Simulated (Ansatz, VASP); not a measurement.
**PbSe: VASP beside Ansatz**

POSCAR

```
PbSe
1.0
    0.0000000000      3.4232041310      3.4232041310
    3.4232041310      0.0000000000      3.4232041310
    3.4232041310      3.4232041310      0.0000000000
Pb Se
1 1
Direct
    0.0000000000      0.0000000000      0.0000000000
    0.2500000000      0.2500000000      0.2500000000
```

INCAR.step1

```
SYSTEM = PbSe
PREC = Accurate
ENCUT = 520
EDIFF = 1E-5
ISMEAR = 0
SIGMA = 0.01
LREAL = .False.
LASPH = .True.
NELM = 100
ALGO = Normal
ISIF = 2
LWAVE = .True.
GGA = PE
NBANDS = 17
```

File INCAR.step2:

```
SYSTEM = PbSe
PREC = Accurate
ENCUT = 520
EDIFF = 1E-6
ISMEAR = 0
SIGMA = 0.01
LREAL = .False.
LASPH = .True.
NELM = 100
ALGO = Normal
ISIF = 2
LWAVE = .False.
LCHARG = .True.
GGA = PE
LHFCALC = .True.
AEXX = 0.05
HFSCREEN = 0.1
PRECFOCK = Normal
LELF = .True.
LVHAR = .True.
ISTART = 1
NBANDS = 17
```

Contents of KPOINTS:

```
Automatic mesh
0
Gamma
  4 4 4
  0 0 0
```

Input for Ansatz:

```yaml
crystal:
  lattice:
    - [0.0, 3.423204131, 3.423204131]
    - [3.423204131, 0.0, 3.423204131]
    - [3.423204131, 3.423204131, 0.0]
  atoms:
    - { symbol: Pb, position: [0.0, 0.0, 0.0] }
    - { symbol: Se, position: [0.25, 0.25, 0.25] }
kpoints:
  mp_grid: { grid: [4, 4, 4] }
hamiltonian:
  xc: { exchange: pbe, correlation: pbe, exx: { coeff: 0.05, omega: 0.1 } }
scf:
  occupations: { method: fixed }
  n_extra_bands: 4
output:
  forces: true
  stress: true
  eigenvalues: true
```

Alike in both runs: task single point; functional PBE-based screened hybrid; k mesh 4 × 4 × 4; no spin polarisation.

|  | VASP | Ansatz |
| --- | --- | --- |
| version | VASP 6.6.1 | Ansatz 0.2.0 |
| potentials or method | VASP PAW PBE potentials, release 64 (Pb_d, Se) | plane waves |
| plane-wave cutoff (eV) | 520 | 420 |
| occupations | gaussian, width 0.01 eV | fixed |
| valence electrons in the cell | 20 | 30 |

|  | VASP | Ansatz | Ansatz less VASP |
| --- | --- | --- | --- |
| gap on the k mesh at the Fermi level (eV) | 0.76 | 0.75 | -0.005 |
| pressure (GPa) | 0.5 | 0.6 | +0.05 |

VASP's potentials were made for PBE, not for PBE-based screened hybrid. VASP's potentials hold 20 valence electrons a cell and Ansatz's 30, so a difference there can come from the potentials and not from the codes. Ansatz's warnings: stress exchange threshold loose, stress scf threshold loose.

Neither program's run includes spin-orbit coupling.
